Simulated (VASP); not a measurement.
# GaAs (F-43m) in VASP: a series of runs

Runs on GaAs. Level: LDA. Tasks: single point, relaxation of cell and atoms.

All numbers are computed with VASP 6.6.1; they aren't measurements. Logs are shortened: lines on timing, memory, paths and dates and some standing lists are left out, and cuts for length are marked.

## Step 1: The cell of the first run

Symmetry: F-43m, No. 216, cubic system. Conventional cell: a = 5.603 Å, b = 5.603 Å, c = 5.603 Å, α = 90.00°, β = 90.00°, γ = 90.00°. Within 3.2 Å of Ga (site symmetry -43m) lie 4 As at 2.43 Å. Within 3.2 Å of As (site symmetry -43m) lie 4 Ga at 2.43 Å.

## Step 2: Single point, LDA

Input file INCAR:

```
PREC = Accurate ; ENCUT = 520
EDIFF = 1E-7 ; ISMEAR = 0
SIGMA = 0.02 ; LREAL = False
LASPH = True ; NELM = 100
ALGO = Normal ; ISIF = 2
LWAVE = False ; LCHARG = True
GGA = CA ; LELF = True
LVHAR = True ; NBANDS = 16
```

Input file KPOINTS:

```
Automatic mesh
0
Gamma
  12 12 12
```

Input file POSCAR:

```
GaAs
1.0
    0.0000000000      2.8016907859      2.8016907859
    2.8016907859      0.0000000000      2.8016907859
    2.8016907859      2.8016907859      0.0000000000
Ga As
1 1
Direct
    0.0000000000      0.0000000000      0.0000000000
    0.7500000000      0.7500000000      0.7500000000
```

Potentials or basis: VASP PAW LDA potentials, release 64 (Ga_d, As).

Command:

```console
$ cat potpaw_LDA.64/Ga_d/POTCAR potpaw_LDA.64/As/POTCAR > POTCAR
$ mpirun -np 1 vasp_std > vasp.out
```

OUTCAR:

```text
PREC = Accurate
   ENCUT = 520
   EDIFF = 1E-7
   ISMEAR = 0
   LREAL = False
   LASPH = True
   NELM = 100
   ISIF = 2
   GGA = CA

 ion  position               nearest neighbor table
   1  0.000  0.000  0.000-   2 2.43   2 2.43   2 2.43   2 2.43
   2  0.750  0.750  0.750-   1 2.43   1 2.43   1 2.43   1 2.43

  LATTYP: Found a face centered cubic cell.
 ALAT       =     5.6033815718

  Lattice vectors:

 A1 = (   0.0000000000,   2.8016907859,   2.8016907859)
 A2 = (   2.8016907859,   0.0000000000,   2.8016907859)
 A3 = (   2.8016907859,   2.8016907859,   0.0000000000)

Analysis of symmetry for initial positions (statically):
=====================================================================
 Subroutine PRICEL returns:
 Original cell was already a primitive cell.

 Routine SETGRP: Setting up the symmetry group for a
 face centered cubic supercell.

 Subroutine GETGRP returns: Found 24 space group operations
 (whereof 24 operations were pure point group operations)
 out of a pool of 48 trial point group operations.

The static configuration has the point symmetry T_d .

Analysis of symmetry for dynamics (positions and initial velocities):
=====================================================================
 Subroutine PRICEL returns:
 Original cell was already a primitive cell.

 Routine SETGRP: Setting up the symmetry group for a
 face centered cubic supercell.

 Subroutine GETGRP returns: Found 24 space group operations
 (whereof 24 operations were pure point group operations)
 out of a pool of 48 trial point group operations.

The dynamic configuration has the point symmetry T_d .

 Subroutine INISYM returns: Found 24 space group operations
 (whereof 24 operations are pure point group operations),
 and found     1 'primitive' translations

----------------------------------------------------------------------------------------

                                     Primitive cell

  volume of cell :      43.9836

  direct lattice vectors                    reciprocal lattice vectors
     0.000000000  2.801690786  2.801690786    -0.178463663  0.178463663  0.178463663
     2.801690786  0.000000000  2.801690786     0.178463663 -0.178463663  0.178463663
     2.801690786  2.801690786  0.000000000     0.178463663  0.178463663 -0.178463663

  length of vectors
     3.962189107  3.962189107  3.962189107     0.309108131  0.309108131  0.309108131

  position of ions in fractional coordinates (direct lattice)
     0.000000000  0.000000000  0.000000000
     0.750000000  0.750000000  0.750000000

  ion indices of the primitive-cell ions
   primitive index   ion index
                 1           1
                 2           2

----------------------------------------------------------------------------------------

 KPOINTS: Automatic mesh

Automatic generation of k-mesh.
 Grid dimensions read from file:
 generate k-points for:   12   12   12

 Generating k-lattice:

  Cartesian coordinates                     Fractional coordinates (reciprocal lattice)
    -0.014871972  0.014871972  0.014871972     0.083333333  0.000000000  0.000000000
     0.014871972 -0.014871972  0.014871972     0.000000000  0.083333333  0.000000000
     0.014871972  0.014871972 -0.014871972     0.000000000  0.000000000  0.083333333

  Length of vectors
     0.025759011  0.025759011  0.025759011

  Shift w.r.t. Gamma in fractional coordinates (k-lattice)
     0.000000000  0.000000000  0.000000000

 Subroutine IBZKPT returns following result:
 ===========================================

 Found     72 irreducible k-points:

 Following reciprocal coordinates:
            Coordinates               Weight
  0.000000  0.000000  0.000000      1.000000
  0.083333  0.000000  0.000000      8.000000
  0.166667  0.000000  0.000000      8.000000
  0.250000  0.000000  0.000000      8.000000
  0.333333  0.000000  0.000000      8.000000
  0.416667  0.000000  0.000000      8.000000
[... 16 lines left out ...]
  0.500000  0.166667  0.000000     24.000000
 -0.416667  0.166667  0.000000     24.000000
 [... further k-points ...]
   k-points           NKPTS =     72   k-points in BZ     NKDIM =     72   number of bands    NBANDS=     16
   number of dos      NEDOS =    301   number of ions     NIONS =      2
   total plane-waves  NPLWV =  27000
   dimension x,y,z NGX =    30 NGY =   30 NGZ =   30
   dimension x,y,z NGXF=    60 NGYF=   60 NGZF=   60
   ions per type =               1   1
   NGX,Y,Z   is equivalent  to a cutoff of  12.59, 12.59, 12.59 a.u.
   NGXF,Y,Z  is equivalent  to a cutoff of  25.17, 25.17, 25.17 a.u.
 SYSTEM =  unknown system
   PREC   = accura    normal or accurate (medium, high low for compatibility)
   ISTART =      0    job   : 0-new  1-cont  2-samecut
   ICHARG =      2    charge: 1-file 2-atom 10-const
   ISPIN  =      1    spin polarized calculation?
   LNONCOLLINEAR =      F non collinear calculations
   LSORBIT =      F    spin-orbit coupling
   LASPH  =      T    aspherical Exc in radial PAW
   ENCUT  =  520.0 eV  38.22 Ry    6.18 a.u.   7.37  7.37  7.37*2*pi/ulx,y,z
   NELM   =    100;   NELMIN=  2; NELMDL= -5     # of ELM steps
   EDIFF  = 0.1E-06   stopping-criterion for ELM
   LREAL  =      F    real-space projection
   EDIFFG = 0.1E-05   stopping-criterion for IOM
   NSW    =      0    number of steps for IOM
   IBRION =     -1    ionic relax: 0-MD 1-quasi-New 2-CG
   NFREE  =      0    steps in history (QN), initial steepest desc. (CG)
   ISIF   =      2    stress and relaxation
   ISYM   =      2    0-nonsym 1-usesym 2-fastsym
   POTIM  = 0.5000    time-step for ionic-motion
   TEBEG  =    0.0;   TEEND  =   0.0 temperature during run
   PSTRESS=    0.0 pullay stress
   NELECT =      18.0000    total number of electrons
   NUPDOWN=      -1.0000    fix difference up-down
   EMIN   =  10.00;   EMAX   =-10.00  energy-range for DOS
   EFERMI =   0.00;   METHOD = LEGACY
   ISMEAR =     0;   SIGMA  =   0.02  broadening in eV -4-tet -1-fermi 0-gaus
   EFERMI_NEDOS =   21; number of points for ismear=-14 and -15
   IALGO  =     38    algorithm
   IMIX   =      4    mixing-type and parameters
     AMIX     =   0.40;   BMIX     =  1.00
     AMIX_MAG =   1.60;   BMIX_MAG =  1.00
  volume/ion in A,a.u.               =      21.99       148.41
  Fermi-wavevector in a.u.,A,eV,Ry     =   1.215445  2.296859 20.099990  1.477308
  Thomas-Fermi vector in A             =   2.350832
   LORBIT       =      0    0 simple, 1 ext, 2 COOP (PROOUT), +10 PAW based schemes
   GGA     = CA    functional components
   LHFCALC =     F    Hartree Fock is set to
   AEXX    =    0.0000 exact exchange contribution
   IVDW    =     0    specifies the selected vdW correction
   LEPSILON=     F    determine dielectric tensor
   LRPA    =     F    only Hartree local field effects (RPA)
 non-spin polarized calculation
 Gauss-broadening in eV      SIGMA  =   0.02
  energy-cutoff  :      520.00
  volume of cell :       43.98
 maximum number of plane-waves:      1243
 NGX is ok and might be reduce to    30
   NGX = 15   NGY = 15   NGZ = 15

 number of electron      18.0000013 magnetization

 Free energy of the ion-electron system (eV)
  ---------------------------------------------------
  ext. energy  EPLUGINS =         0.00000000
  ---------------------------------------------------
  free energy    TOTEN  =        -9.64202535 eV

  energy without entropy =       -9.64202535  energy(sigma->0) =       -9.64202535

 E-fermi :   4.2133     XC(G=0): -10.0313

 val. band max:        4.0595803733   @ k =   0.0000   0.0000   0.0000
 cond. band min:       4.5950723838   @ k =   0.0000   0.0000   0.0000
 fundamental gap:      0.5354920105
 Fermi energy:         4.2132746709

 k-point     1 :       0.0000    0.0000    0.0000
  band No.  band energies     occupation
      1     -10.9181      2.00000
      2     -10.9181      2.00000
      3     -10.9181      2.00000
      4     -10.8333      2.00000
      5     -10.8333      2.00000
      6      -8.9002      2.00000
[... 8 lines left out ...]
     15      14.2986      0.00000
     16      14.2986      0.00000

 k-point     2 :       0.0833    0.0000    0.0000
  band No.  band energies     occupation
      1     -10.9250      2.00000
      2     -10.9163      2.00000
      3     -10.9163      2.00000
      4     -10.8334      2.00000
      5     -10.8334      2.00000
      6      -8.8152      2.00000
[... 8 lines left out ...]
     15      13.7026      0.00000
     16      13.7026      0.00000

 k-point     3 :       0.1667    0.0000    0.0000
  band No.  band energies     occupation
      1     -10.9426      2.00000
      2     -10.9117      2.00000
      3     -10.9117      2.00000
      4     -10.8335      2.00000
      5     -10.8335      2.00000
      6      -8.5676      2.00000
[... 8 lines left out ...]
     15      13.1268      0.00000
     16      13.1268      0.00000

 k-point     4 :       0.2500    0.0000    0.0000
  band No.  band energies     occupation
      1     -10.9647      2.00000
      2     -10.9060      2.00000
      3     -10.9060      2.00000
      4     -10.8330      2.00000
      5     -10.8330      2.00000
      6      -8.1806      2.00000
[... 8 lines left out ...]
     15      13.1086      0.00000
     16      13.1086      0.00000
[... 324 lines left out ...]
 k-point    22 :       0.4167    0.1667    0.0000
  band No.  band energies     occupation
      1     -11.0011      2.00000
      2     -10.8938      2.00000
      3     -10.8897      2.00000
      4     -10.8407      2.00000
      5     -10.8267      2.00000
      6      -7.2931      2.00000
[... 8 lines left out ...]
     15      15.0309      0.00000
     16      15.9467      0.00000

 k-point    23 :       0.5000    0.1667    0.0000
  band No.  band energies     occupation
      1     -11.0082      2.00000
      2     -10.8930      2.00000
      3     -10.8884      2.00000
      4     -10.8375      2.00000
      5     -10.8277      2.00000
      6      -6.9174      2.00000
[... 8 lines left out ...]
     15      15.6378      0.00000
     16      16.0383      0.00000

 k-point    24 :      -0.4167    0.1667    0.0000
  band No.  band energies     occupation
      1     -11.0083      2.00000
      2     -10.8932      2.00000
      3     -10.8894      2.00000
      4     -10.8343      2.00000
      5     -10.8304      2.00000
      6      -6.8558      2.00000
[... 8 lines left out ...]
     15      14.4883      0.00000
     16      15.1638      0.00000

 [... further k-points ...]

------------------------ aborting loop because EDIFF is reached ----------------------------------------

  FORCE on cell =-STRESS in cart. coord.  units (eV):
  Direction    XX          YY          ZZ          XY          YZ          ZX
  --------------------------------------------------------------------------------------
  -------------------------------------------------------------------------------------
  Total        0.0866879      0.0866879      0.0866879     -0.0000000      0.0000000      0.0000000
  in kB        3.1577553      3.1577553      3.1577553     -0.0000000      0.0000000      0.0000000
  external PRESSURE =       3.1577553 kB  Pullay stress =       0.0000000 kB

 VOLUME and BASIS-vectors are now :
 -----------------------------------------------------------------------------
  energy-cutoff  :      520.00
  volume of cell :       43.98
      direct lattice vectors                 reciprocal lattice vectors
     0.000000000  2.801690786  2.801690786    -0.178463663  0.178463663  0.178463663
     2.801690786  0.000000000  2.801690786     0.178463663 -0.178463663  0.178463663
     2.801690786  2.801690786  0.000000000     0.178463663  0.178463663 -0.178463663

 POSITION                                       TOTAL-FORCE (eV/Angst)
 -----------------------------------------------------------------------------------
      0.00000      0.00000      0.00000         0.000000      0.000000      0.000000
      4.20254      4.20254      4.20254        -0.000000     -0.000000     -0.000000
 -----------------------------------------------------------------------------------
    total drift:                                0.000001      0.000001      0.000000

  FREE ENERGIE OF THE ION-ELECTRON SYSTEM (eV)
  ---------------------------------------------------
  free  energy   TOTEN  =        -9.6420253514 eV

  energy  without entropy=       -9.6420253514  energy(sigma->0) =       -9.64202535
```

Run time: 30 s. Hardware: 1 thread of Intel Xeon 6975P-C (Granite Rapids), shared host; peak memory 0.18 GiB.

What came out:

```
Free energy            : -9.6420 eV
Pressure               : 0.3 GPa
Band gap on the k mesh : 0.54 eV
```

## Step 3: Single point, LDA

Input file INCAR:

```
SYSTEM = GaAs
PREC = Accurate ; ENCUT = 520
EDIFF = 1E-7 ; ISMEAR = 0
SIGMA = 0.02 ; LREAL = .False.
LASPH = .True. ; NELM = 60
ALGO = Normal ; ISIF = 2
LWAVE = .False. ; LCHARG = .True.
LELF = .True. ; LVHAR = .True.
NBANDS = 16
```

Input file KPOINTS:

```
Automatic mesh
0
Gamma
  12 12 12
  0 0 0
```

POSCAR is that of step 2.

Potentials or basis: VASP PAW LDA potentials, release 64 (Ga_d, As).

Command:

```console
$ cat potpaw_LDA.64/Ga_d/POTCAR potpaw_LDA.64/As/POTCAR > POTCAR
$ mpirun -np 1 vasp_std > vasp.out
```

OUTCAR:

```text
SYSTEM = GaAs
   PREC = Accurate
   ENCUT = 520
   EDIFF = 1E-7
   ISMEAR = 0
   LREAL = .False.
   LASPH = .True.
   NELM = 60
   ISIF = 2

 ion  position               nearest neighbor table
   1  0.000  0.000  0.000-   2 2.43   2 2.43   2 2.43   2 2.43
   2  0.750  0.750  0.750-   1 2.43   1 2.43   1 2.43   1 2.43

  LATTYP: Found a face centered cubic cell.
 ALAT       =     5.6033815718

  Lattice vectors:

 A1 = (   0.0000000000,   2.8016907859,   2.8016907859)
 A2 = (   2.8016907859,   0.0000000000,   2.8016907859)
 A3 = (   2.8016907859,   2.8016907859,   0.0000000000)

Analysis of symmetry for initial positions (statically):
=====================================================================
 Subroutine PRICEL returns:
 Original cell was already a primitive cell.

 Routine SETGRP: Setting up the symmetry group for a
 face centered cubic supercell.

 Subroutine GETGRP returns: Found 24 space group operations
 (whereof 24 operations were pure point group operations)
 out of a pool of 48 trial point group operations.

The static configuration has the point symmetry T_d .

Analysis of symmetry for dynamics (positions and initial velocities):
[... 164 lines left out ...]
 fundamental gap:      0.5354920105
 Fermi energy:         4.2132746709

 k-point     1 :       0.0000    0.0000    0.0000
  band No.  band energies     occupation
      1     -10.9181      2.00000
      2     -10.9181      2.00000
      3     -10.9181      2.00000
      4     -10.8333      2.00000
      5     -10.8333      2.00000
      6      -8.9002      2.00000
[... 433 lines left out ...]
      3     -10.8894      2.00000
      4     -10.8343      2.00000
      5     -10.8304      2.00000
      6      -6.8558      2.00000
[... 8 lines left out ...]
     15      14.4883      0.00000
     16      15.1638      0.00000

 [... further k-points ...]

------------------------ aborting loop because EDIFF is reached ----------------------------------------

  FORCE on cell =-STRESS in cart. coord.  units (eV):
  Direction    XX          YY          ZZ          XY          YZ          ZX
  --------------------------------------------------------------------------------------
  -------------------------------------------------------------------------------------
  Total        0.0866879      0.0866879      0.0866879     -0.0000000      0.0000000      0.0000000
  in kB        3.1577553      3.1577553      3.1577553     -0.0000000      0.0000000      0.0000000
  external PRESSURE =       3.1577553 kB  Pullay stress =       0.0000000 kB

 VOLUME and BASIS-vectors are now :
 -----------------------------------------------------------------------------
  energy-cutoff  :      520.00
  volume of cell :       43.98
      direct lattice vectors                 reciprocal lattice vectors
     0.000000000  2.801690786  2.801690786    -0.178463663  0.178463663  0.178463663
     2.801690786  0.000000000  2.801690786     0.178463663 -0.178463663  0.178463663
     2.801690786  2.801690786  0.000000000     0.178463663  0.178463663 -0.178463663

 POSITION                                       TOTAL-FORCE (eV/Angst)
 -----------------------------------------------------------------------------------
      0.00000      0.00000      0.00000         0.000000      0.000000      0.000000
      4.20254      4.20254      4.20254        -0.000000     -0.000000     -0.000000
 -----------------------------------------------------------------------------------
    total drift:                                0.000001      0.000001      0.000000

  FREE ENERGIE OF THE ION-ELECTRON SYSTEM (eV)
  ---------------------------------------------------
  free  energy   TOTEN  =        -9.6420253514 eV

  energy  without entropy=       -9.6420253514  energy(sigma->0) =       -9.64202535
```

It took 27 s on 1 thread of Intel Xeon 6975P-C (Granite Rapids), shared host; peak memory 0.18 GiB.

What came out:

```
Free energy            : -9.6420 eV
Pressure               : 0.3 GPa
Band gap on the k mesh : 0.54 eV
```

Levels at points of the mesh, in eV from the valence-band top:
```csv
k point,band 6,band 7,band 8,band 9,band 10,band 11,band 12,band 13
"(0.00, 0.00, 0.00)",-12.96,0.00,0.00,0.00,0.54,3.68,3.68,3.68
"(0.50, 0.00, 0.00)",-11.11,-6.84,-1.19,-1.19,0.94,4.59,4.59,7.59
"(0.50, 0.50, 0.00)",-10.34,-7.00,-2.79,-2.79,1.29,1.54,10.26,10.26
```

A k mesh can miss the band edges.

## Step 4: Relaxation of cell and atoms, LDA

Input file INCAR:

```
  PREC = Accurate
  ENCUT = 600
  EDIFF = 1E-6
  ISMEAR = 0
  SIGMA = 0.02
  LREAL = False
  LASPH = True
  NELM = 100
  ALGO = Normal
  ISIF = 3
  LWAVE = False
  LCHARG = False
  GGA = CA
  IBRION = 2
  NSW = 100
  EDIFFG = -0.005
```

Input file KPOINTS:

```
Automatic mesh
0
Gamma
  12 12 12
```

POSCAR is that of step 3.

Command:

```console
$ cat potpaw_LDA.64/Ga_d/POTCAR potpaw_LDA.64/As/POTCAR > POTCAR
$ mpirun -np 1 vasp_std > vasp.out
```

Wall time 30 s (1 thread of Intel Xeon 6975P-C (Granite Rapids), shared host); peak memory 0.19 GiB.

Results (log left out):

```yaml
Free_energy: -9.6421 eV
Relaxed_volume: 22.08 Å³/atom
Relaxed_cell: a = 3.967 Å, b = 3.967 Å, c = 3.967 Å, α = 60.00°, β = 60.00°, γ = 60.00°
Space_group_after_relaxing_to_0.1_Å: F-43m (No. 216)
Energy_gained_by_relaxing: 0.1 meV/atom
Ionic_steps: 3
Pressure_after_relaxing: 0.0 GPa
Band_gap_on_the_k_mesh: 0.50 eV
```

Step by step:
| step | energy change (eV) | largest force (eV/Å) | pressure (GPa) | volume (Å³) |
| --- | --- | --- | --- | --- |
| 1 | 0.0000 | 0.0000 | 0.29 | 43.98 |
| 2 | -0.0001 | 0.0000 | -0.19 | 44.24 |
| 3 | -0.0002 | 0.0000 | 0.01 | 44.16 |

Final structure:
```
Ga As
1.0
     0.00000    2.80543    2.80543
     2.80543    0.00000    2.80543
     2.80543    2.80543    0.00000
Ga As
1 1
Direct
  0.00000 0.00000 0.00000
  0.75000 0.75000 0.75000
```

Levels at points of the mesh, in eV from the valence-band top:
```
           k point  band 5  band 6  band 7  band 8  band 9  band 10  band 11  band 12  band 13
(0.00, 0.00, 0.00)  -14.89  -12.93    0.00    0.00    0.00     0.50     3.68     3.68     3.68
(0.50, 0.00, 0.00)  -14.88  -11.09   -6.82   -1.18   -1.18     0.93     4.59     4.59     7.59
(0.50, 0.50, 0.00)  -14.87  -10.32   -6.98   -2.77   -2.77     1.30     1.54    10.23    10.23
```

A k mesh can miss the band edges.
